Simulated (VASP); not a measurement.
# Fe (Im-3m) in VASP: a series of runs

Runs on Fe. Level: r2SCAN. Tasks: single point.

Everything below comes from runs of VASP 6.6.1. Logs are shortened: lines on timing, memory, paths and dates and some standing lists are left out, and cuts for length are marked.

## (1) The cell of the first run

Symmetry: Im-3m, No. 229, cubic system. Conventional cell: a = 2.790 Å, b = 2.790 Å, c = 2.790 Å, α = 90.00°, β = 90.00°, γ = 90.00°. Fe (site symmetry m-3m) has 14 Fe at 2.42 to 2.79 Å within 3.2 Å.

## (2) Single point, r2SCAN, collinear spin, ferromagnetic start (volume scaled by 0.92)

Input file POSCAR:

```
Fe
1.0
   -1.3952312592      1.3952312592      1.3952312592
    1.3952312592     -1.3952312592      1.3952312592
    1.3952312592      1.3952312592     -1.3952312592
Fe
1
Direct
    0.0000000000      0.0000000000      0.0000000000
```

Input file INCAR.step1:

```
SYSTEM = Fe
PREC = Accurate
ENCUT = 520
ISMEAR = -1
SIGMA = 0.05
LREAL = .False.
LASPH = .True.
NELM = 150
ISPIN = 2
MAGMOM = 2.804
LMAXMIX = 4
NBANDS = 14
GGA = PE
ALGO = Normal
EDIFF = 1E-4
LWAVE = .True.
LCHARG = .False.
```

Input file INCAR.step2:

```
SYSTEM = Fe
PREC = Accurate
ENCUT = 520
EDIFF = 1E-6
ISMEAR = -1
SIGMA = 0.05
LREAL = .False.
LASPH = .True.
NELM = 150
ALGO = Normal
ISIF = 2
LWAVE = .False.
LCHARG = .False.
ISPIN = 2
MAGMOM = 2.804
LORBIT = 11
LMAXMIX = 4
METAGGA = R2SCAN
LMIXTAU = .True.
NBANDS = 14
ISTART = 1
```

Input file KPOINTS:

```
regular mesh
0
Gamma
  25 25 25
  0 0 0
```

Potentials or basis: VASP PAW PBE potentials, release 64 (Fe).

Started as:

```sh
$ cat potpaw_PBE.64/Fe/POTCAR > POTCAR
$ cp INCAR.step1 INCAR
$ mpirun -np 1 vasp_std > vasp.out
$ cp INCAR.step2 INCAR
$ mpirun -np 1 vasp_std > vasp.out
```

OUTCAR:

```text
SYSTEM = Fe
   PREC = Accurate
   ENCUT = 520
   EDIFF = 1E-6
   ISMEAR = -1
   LREAL = .False.
   LASPH = .True.
   NELM = 150
   ISIF = 2
   ISPIN = 2
   LORBIT = 11
   METAGGA = R2SCAN
   ISTART = 1

 ion  position               nearest neighbor table
   1  0.000  0.000  0.000-

  LATTYP: Found a body centered cubic cell.
 ALAT       =     2.7904625184

  Lattice vectors:

 A1 = (  -1.3952312592,   1.3952312592,   1.3952312592)
 A2 = (   1.3952312592,  -1.3952312592,   1.3952312592)
 A3 = (   1.3952312592,   1.3952312592,  -1.3952312592)

Analysis of symmetry for initial positions (statically):
=====================================================================
 Subroutine PRICEL returns:
 Original cell was already a primitive cell.

 Routine SETGRP: Setting up the symmetry group for a
 body centered cubic supercell.

 Subroutine GETGRP returns: Found 48 space group operations
 (whereof 48 operations were pure point group operations)
 out of a pool of 48 trial point group operations.

The static configuration has the point symmetry O_h .

Analysis of symmetry for dynamics (positions and initial velocities):
=====================================================================
 Subroutine PRICEL returns:
 Original cell was already a primitive cell.

 Routine SETGRP: Setting up the symmetry group for a
 body centered cubic supercell.

 Subroutine GETGRP returns: Found 48 space group operations
 (whereof 48 operations were pure point group operations)
 out of a pool of 48 trial point group operations.

The dynamic configuration has the point symmetry O_h .

Analysis of structural, dynamic, and magnetic symmetry:
=====================================================================
 Subroutine PRICEL returns:
 Original cell was already a primitive cell.

 Routine SETGRP: Setting up the symmetry group for a
 body centered cubic supercell.

 Subroutine GETGRP returns: Found 48 space group operations
 (whereof 48 operations were pure point group operations)
 out of a pool of 48 trial point group operations.

The overall configuration has the point symmetry O_h .

 Subroutine INISYM returns: Found 48 space group operations
 (whereof 48 operations are pure point group operations),
 and found     1 'primitive' translations

----------------------------------------------------------------------------------------

                                     Primitive cell

  volume of cell :      10.8642

  direct lattice vectors                    reciprocal lattice vectors
    -1.395231259  1.395231259  1.395231259     0.000000000  0.358363531  0.358363531
     1.395231259 -1.395231259  1.395231259     0.358363531  0.000000000  0.358363531
     1.395231259  1.395231259 -1.395231259     0.358363531  0.358363531  0.000000000

  length of vectors
     2.416611429  2.416611429  2.416611429     0.506802565  0.506802565  0.506802565

  position of ions in fractional coordinates (direct lattice)
     0.000000000  0.000000000  0.000000000

  ion indices of the primitive-cell ions
   primitive index   ion index
                 1           1

----------------------------------------------------------------------------------------

 KPOINTS: regular mesh

Automatic generation of k-mesh.
 Grid dimensions read from file:
 generate k-points for:   25   25   25

 Generating k-lattice:

  Cartesian coordinates                     Fractional coordinates (reciprocal lattice)
     0.000000000  0.014334541  0.014334541     0.040000000  0.000000000  0.000000000
     0.014334541  0.000000000  0.014334541     0.000000000  0.040000000  0.000000000
     0.014334541  0.014334541  0.000000000     0.000000000  0.000000000  0.040000000

  Length of vectors
     0.020272103  0.020272103  0.020272103

  Shift w.r.t. Gamma in fractional coordinates (k-lattice)
     0.000000000  0.000000000  0.000000000

 Subroutine IBZKPT returns following result:
 ===========================================

 Found    455 irreducible k-points:

 Following reciprocal coordinates:
            Coordinates               Weight
  0.000000  0.000000  0.000000      1.000000
  0.040000  0.000000  0.000000     12.000000
  0.080000  0.000000  0.000000     12.000000
  0.120000  0.000000  0.000000     12.000000
  0.160000  0.000000  0.000000     12.000000
  0.200000  0.000000  0.000000     12.000000
[... 16 lines left out ...]
  0.400000  0.040000  0.000000     48.000000
  0.440000  0.040000  0.000000     48.000000
 [... further k-points ...]
   k-points           NKPTS =    455   k-points in BZ     NKDIM =    455   number of bands    NBANDS=     14
   number of dos      NEDOS =    301   number of ions     NIONS =      1
   total plane-waves  NPLWV =   5832
   dimension x,y,z NGX =    18 NGY =   18 NGZ =   18
   dimension x,y,z NGXF=    36 NGYF=   36 NGZF=   36
   ions per type =               1
   NGX,Y,Z   is equivalent  to a cutoff of  12.38, 12.38, 12.38 a.u.
   NGXF,Y,Z  is equivalent  to a cutoff of  24.77, 24.77, 24.77 a.u.
 SYSTEM =  Fe
   PREC   = accura    normal or accurate (medium, high low for compatibility)
   ISTART =      1    job   : 0-new  1-cont  2-samecut
   ICHARG =      0    charge: 1-file 2-atom 10-const
   ISPIN  =      2    spin polarized calculation?
   LNONCOLLINEAR =      F non collinear calculations
   LSORBIT =      F    spin-orbit coupling
   LASPH  =      T    aspherical Exc in radial PAW
   ENCUT  =  520.0 eV  38.22 Ry    6.18 a.u.   4.49  4.49  4.49*2*pi/ulx,y,z
   NELM   =    150;   NELMIN=  2; NELMDL=  0     # of ELM steps
   EDIFF  = 0.1E-05   stopping-criterion for ELM
   LREAL  =      F    real-space projection
   EDIFFG = 0.1E-04   stopping-criterion for IOM
   NSW    =      0    number of steps for IOM
   IBRION =     -1    ionic relax: 0-MD 1-quasi-New 2-CG
   NFREE  =      0    steps in history (QN), initial steepest desc. (CG)
   ISIF   =      2    stress and relaxation
   ISYM   =      2    0-nonsym 1-usesym 2-fastsym
   POTIM  = 0.5000    time-step for ionic-motion
   TEBEG  =    0.0;   TEEND  =   0.0 temperature during run
   PSTRESS=    0.0 pullay stress
   NELECT =       8.0000    total number of electrons
   NUPDOWN=      -1.0000    fix difference up-down
   EMIN   =  10.00;   EMAX   =-10.00  energy-range for DOS
   EFERMI =   0.00;   METHOD = LEGACY
   ISMEAR =    -1;   SIGMA  =   0.05  broadening in eV -4-tet -1-fermi 0-gaus
   EFERMI_NEDOS =   21; number of points for ismear=-14 and -15
   IALGO  =     38    algorithm
   IMIX   =      4    mixing-type and parameters
     AMIX     =   0.40;   BMIX     =  1.00
     AMIX_MAG =   1.60;   BMIX_MAG =  1.00
  volume/ion in A,a.u.               =      10.86        73.32
  Fermi-wavevector in a.u.,A,eV,Ry     =   1.478332  2.793642 29.735062  2.185465
  Thomas-Fermi vector in A             =   2.592626
   LORBIT       =     11    0 simple, 1 ext, 2 COOP (PROOUT), +10 PAW based schemes
   METAGGA = R2SCAN    functional components
   LHFCALC =     F    Hartree Fock is set to
   AEXX    =    0.0000 exact exchange contribution
   IVDW    =     0    specifies the selected vdW correction
   LEPSILON=     F    determine dielectric tensor
   LRPA    =     F    only Hartree local field effects (RPA)
 spin polarized calculation
  energy-cutoff  :      520.00
  volume of cell :       10.86
 maximum number of plane-waves:       321
 NGX is ok and might be reduce to    18
   NGX =  9   NGY =  9   NGZ =  9

 number of electron       8.0000004 magnetization       2.5503900

 Free energy of the ion-electron system (eV)
  ---------------------------------------------------
  ext. energy  EPLUGINS =         0.00000000
  ---------------------------------------------------
  free energy    TOTEN  =       -14.31883062 eV

  energy without entropy =      -14.31262672  energy(sigma->0) =      -14.31572867

 E-fermi :   6.1386     XC(G=0): -14.5341

 val. band max:        6.1373518904   @ k =  -0.2000   0.2800   0.1200
 cond. band min:       6.1406398193   @ k =  -0.1600   0.2000   0.0800
 fundamental gap:      0.0032879289
 Fermi energy:         6.1385951909

 spin component 1

 k-point     1 :       0.0000    0.0000    0.0000
  band No.  band energies     occupation
      1      -2.6817      1.00000
      2       3.1537      1.00000
      3       3.1538      1.00000
      4       3.1538      1.00000
      5       4.5254      1.00000
      6       4.5254      1.00000
      7      32.7630      0.00000
      8      32.7631      0.00000
      9      32.7631      0.00000
     10      38.1422      0.00000
     11      38.1422      0.00000
     12      40.2895      0.00000
     13      40.2895      0.00000
     14      40.2895      0.00000

 k-point     2 :       0.0400    0.0000    0.0000
  band No.  band energies     occupation
      1      -2.6106      1.00000
      2       3.1346      1.00000
      3       3.1534      1.00000
      4       3.1923      1.00000
      5       4.5056      1.00000
      6       4.5269      1.00000
      7      32.2552      0.00000
      8      32.6628      0.00000
      9      32.7026      0.00000
     10      37.8414      0.00000
     11      38.4595      0.00000
     12      39.2043      0.00000
     13      39.3543      0.00000
     14      40.4885      0.00000
[... 343 lines left out ...]
      1       0.6131      1.00000
      2       2.0902      1.00000
      3       4.4708      1.00000
      4       4.6463      1.00000
      5       5.4145      1.00000
      6       6.3377      0.01831
      7      15.5114      0.00000
      8      25.8231      0.00000
      9      27.9663      0.00000
     10      31.4412      0.00000
     11      35.5966      0.00000
     12      42.3166      0.00000
     13      45.3319      0.00000
     14      51.3011      0.00000

 k-point    24 :       0.4400    0.0400    0.0000
  band No.  band energies     occupation
      1       0.5950      1.00000
      2       2.0415      1.00000
      3       4.5450      1.00000
      4       4.6523      1.00000
      5       5.7114      0.99981
      6       6.9178      0.00000
      7      14.4074      0.00000
      8      25.5840      0.00000
      9      27.6299      0.00000
     10      31.3819      0.00000
     11      35.6048      0.00000
     12      42.4542      0.00000
     13      46.6453      0.00000
     14      49.7708      0.00000

 [... further k-points ...]

 spin component 2

 k-point     1 :       0.0000    0.0000    0.0000
  band No.  band energies     occupation
      1      -3.2635      1.00000
      2       6.4245      0.00327
      3       6.4246      0.00327
      4       6.4246      0.00327
      5       8.8382      0.00000
      6       8.8383      0.00000
      7      32.4104      0.00000
      8      32.4105      0.00000
      9      32.4105      0.00000
     10      38.7455      0.00000
     11      38.7456      0.00000
     12      42.0819      0.00000
     13      42.0820      0.00000
     14      42.0821      0.00000

 k-point     2 :       0.0400    0.0000    0.0000
  band No.  band energies     occupation
      1      -3.1899      1.00000
      2       6.3974      0.00562
      3       6.4181      0.00372
      4       6.4684      0.00136
      5       8.8072      0.00000
      6       8.8399      0.00000
      7      32.0091      0.00000
      8      32.3377      0.00000
      9      32.3965      0.00000
     10      38.5510      0.00000
     11      39.0899      0.00000
     12      41.1824      0.00000
     13      41.2880      0.00000
     14      42.2463      0.00000
[... 343 lines left out ...]
      1       2.0691      1.00000
      2       4.9531      1.00000
      3       5.8912      0.99295
      4       8.6192      0.00000
      5       9.1588      0.00000
      6       9.6266      0.00000
      7      17.3545      0.00000
      8      25.8955      0.00000
      9      29.3351      0.00000
     10      32.3425      0.00000
     11      37.0460      0.00000
     12      43.0873      0.00000
     13      46.4270      0.00000
     14      53.3249      0.00000

 k-point    24 :       0.4400    0.0400    0.0000
  band No.  band energies     occupation
      1       2.2931      1.00000
      2       4.8881      1.00000
      3       6.1326      0.52986
      4       8.6478      0.00000
      5       9.1932      0.00000
      6       9.8304      0.00000
      7      16.5080      0.00000
      8      25.6335      0.00000
      9      28.9675      0.00000
     10      32.3099      0.00000
     11      37.0717      0.00000
     12      43.1369      0.00000
     13      47.7883      0.00000
     14      51.7271      0.00000

 [... further k-points ...]

------------------------ aborting loop because EDIFF is reached ----------------------------------------

  FORCE on cell =-STRESS in cart. coord.  units (eV):
  Direction    XX          YY          ZZ          XY          YZ          ZX
  --------------------------------------------------------------------------------------
  -------------------------------------------------------------------------------------
  Total        1.1165779      1.1165779      1.1165779     -0.0000000     -0.0000000     -0.0000000
  in kB      164.6648948    164.6648948    164.6648948     -0.0000000     -0.0000000     -0.0000000
  external PRESSURE =     164.6648948 kB  Pullay stress =       0.0000000 kB

 VOLUME and BASIS-vectors are now :
 -----------------------------------------------------------------------------
  energy-cutoff  :      520.00
  volume of cell :       10.86
      direct lattice vectors                 reciprocal lattice vectors
    -1.395231259  1.395231259  1.395231259     0.000000000  0.358363531  0.358363531
     1.395231259 -1.395231259  1.395231259     0.358363531  0.000000000  0.358363531
     1.395231259  1.395231259 -1.395231259     0.358363531  0.358363531  0.000000000

 POSITION                                       TOTAL-FORCE (eV/Angst)
 -----------------------------------------------------------------------------------
      0.00000      0.00000      0.00000        -0.000000      0.000000     -0.000000
 -----------------------------------------------------------------------------------
    total drift:                                0.000000      0.000000      0.000000

  FREE ENERGIE OF THE ION-ELECTRON SYSTEM (eV)
  ---------------------------------------------------
  free  energy   TOTEN  =       -14.3188306249 eV

  energy  without entropy=      -14.3126267245  energy(sigma->0) =      -14.31572867

 total charge

# of ion       s       p       d       tot
------------------------------------------
    1        0.511   0.616   6.247   7.374

 magnetization (x)

# of ion       s       p       d       tot
------------------------------------------
    1       -0.015  -0.117   2.723   2.591
```

Run time: 7.8 min. Hardware: 1 thread of Intel Xeon Platinum 8259CL at 2.50GHz (Skylake/Cascade Lake), shared host; peak memory 0.22 GiB.

What came out:

| Item | Value |
| --- | --- |
| Free energy | -14.3188 eV |
| Pressure | 16.5 GPa |
| Net moment | 2.55 μB per cell |
| Site moments | Fe +2.59 μB |
| Valence electrons inside the program's atomic spheres | Fe 7.37 |

Caveat: the cell differs from its parent crystal (volume scaled by 0.92); the PAW data sets were made with another functional, which shifts forces and pressure a little.

## (3) Single point, r2SCAN, collinear spin, ferromagnetic start (volume scaled by 0.96)

Input file POSCAR:

```
Fe
1.0
   -1.4151658276      1.4151658276      1.4151658276
    1.4151658276     -1.4151658276      1.4151658276
    1.4151658276      1.4151658276     -1.4151658276
Fe
1
Direct
    0.0000000000      0.0000000000      0.0000000000
```

Input file INCAR.step1:

```
ALGO = Normal
EDIFF = 1E-4
ENCUT = 520
GGA = PE
ISMEAR = -1
ISPIN = 2
LASPH = True
LCHARG = False
LMAXMIX = 4
LREAL = False
LWAVE = True
MAGMOM = 2.804
NBANDS = 14
NELM = 150
PREC = Accurate
SIGMA = 0.05
```

Input file INCAR.step2:

```
ALGO = Normal
EDIFF = 1E-6
ENCUT = 520
ISIF = 2
ISMEAR = -1
ISPIN = 2
ISTART = 1
LASPH = True
LCHARG = False
LMAXMIX = 4
LMIXTAU = True
LORBIT = 11
LREAL = False
LWAVE = False
MAGMOM = 2.804
METAGGA = R2SCAN
NBANDS = 14
NELM = 150
PREC = Accurate
SIGMA = 0.05
```

Input file KPOINTS:

```
k-points
0
Gamma
  25 25 25
```

Potentials or basis: VASP PAW PBE potentials, release 64 (Fe).

Started as:

```sh
$ cat potpaw_PBE.64/Fe/POTCAR > POTCAR
$ cp INCAR.step1 INCAR
$ mpirun -np 1 vasp_std > vasp.out
$ cp INCAR.step2 INCAR
$ mpirun -np 1 vasp_std > vasp.out
```

Run time: 7 min. Hardware: 1 thread of Intel Xeon Platinum 8259CL at 2.50GHz (Skylake/Cascade Lake), shared host; peak memory 0.22 GiB.

It converged, with:

- Free energy: -14.3533 eV
- Pressure: 7.0 GPa
- Net moment: 2.61 μB per cell
- Site moments: Fe +2.67 μB
- Valence electrons inside the program's atomic spheres: Fe 7.28

Levels at points of the mesh, in eV from the Fermi level:
Spin up:
```csv
k point,band 1,band 2,band 3,band 4,band 5,band 6,band 7,band 8,band 9,band 10
"(0.00, 0.00, 0.00)",-8.65,-3.03,-3.03,-3.03,-1.75,-1.75,26.10,26.10,26.10,31.19
```
Spin down:
| k point | band 1 | band 2 | band 3 | band 4 | band 5 | band 6 | band 7 |
| --- | --- | --- | --- | --- | --- | --- | --- |
| (0.00, 0.00, 0.00) | -9.25 | 0.33 | 0.33 | 0.33 | 2.63 | 2.63 | 25.74 |

Caveat: the cell differs from its parent crystal (volume scaled by 0.96); the PAW data sets were made with another functional, which shifts forces and pressure a little.

## (4) Single point, r2SCAN, collinear spin, ferromagnetic start

This run uses another cell than the first one, of 11.81 Å³/atom, 1.087 times its volume.

Input file POSCAR:

```
Fe
1.0
   -1.4345540701      1.4345540701      1.4345540701
    1.4345540701     -1.4345540701      1.4345540701
    1.4345540701      1.4345540701     -1.4345540701
Fe
1
Direct
    0.0000000000      0.0000000000      0.0000000000
```

Input file INCAR.step1:

```
SYSTEM = Fe
PREC = Accurate ; ENCUT = 520
ISMEAR = -1 ; SIGMA = 0.05
LREAL = .False. ; LASPH = .True.
NELM = 150 ; ISPIN = 2
MAGMOM = 2.826 ; LMAXMIX = 4
NBANDS = 14 ; GGA = PE
ALGO = Normal ; EDIFF = 1E-4
LWAVE = .True. ; LCHARG = .False.
```

Input file INCAR.step2:

```
SYSTEM = Fe
PREC = Accurate ; ENCUT = 520
EDIFF = 1E-6 ; ISMEAR = -1
SIGMA = 0.05 ; LREAL = .False.
LASPH = .True. ; NELM = 150
ALGO = Normal ; ISIF = 2
LWAVE = .False. ; LCHARG = .False.
ISPIN = 2 ; MAGMOM = 2.826
LORBIT = 11 ; LMAXMIX = 4
METAGGA = R2SCAN ; LMIXTAU = .True.
NBANDS = 14 ; ISTART = 1
```

Input file KPOINTS:

```
regular mesh
0
Gamma
  25 25 25
  0 0 0
```

Started as:

```sh
$ cat potpaw_PBE.64/Fe/POTCAR > POTCAR
$ cp INCAR.step1 INCAR
$ mpirun -np 1 vasp_std > vasp.out
$ cp INCAR.step2 INCAR
$ mpirun -np 1 vasp_std > vasp.out
```

It took 6.9 min on 1 thread of Intel Xeon Platinum 8259CL at 2.50GHz (Skylake/Cascade Lake), shared host; peak memory 0.22 GiB.

Results (log left out):

| Property | Result |
| --- | --- |
| Free energy | -14.3617 eV |
| Pressure | -1.1 GPa |
| Net moment | 2.65 μB per cell |
| Site moments | Fe +2.72 μB |
| Valence electrons inside the program's atomic spheres | Fe 7.19 |

Levels at points of the mesh, in eV from the Fermi level:
Spin up:
```
           k point  band 1  band 2  band 3  band 4  band 5  band 6  band 7  band 8  band 9  band 10
(0.00, 0.00, 0.00)   -8.48   -3.07   -3.07   -3.07   -1.87   -1.87   25.60   25.60   25.60    30.42
```
Spin down:
| k point | band 1 | band 2 | band 3 | band 4 | band 5 | band 6 | band 7 | band 8 |
| --- | --- | --- | --- | --- | --- | --- | --- | --- |
| (0.00, 0.00, 0.00) | -9.11 | 0.35 | 0.35 | 0.35 | 2.56 | 2.56 | 25.24 | 25.24 |

Caveat: the PAW data sets were made with another functional, which shifts forces and pressure a little.

[end of part 1 of 2]
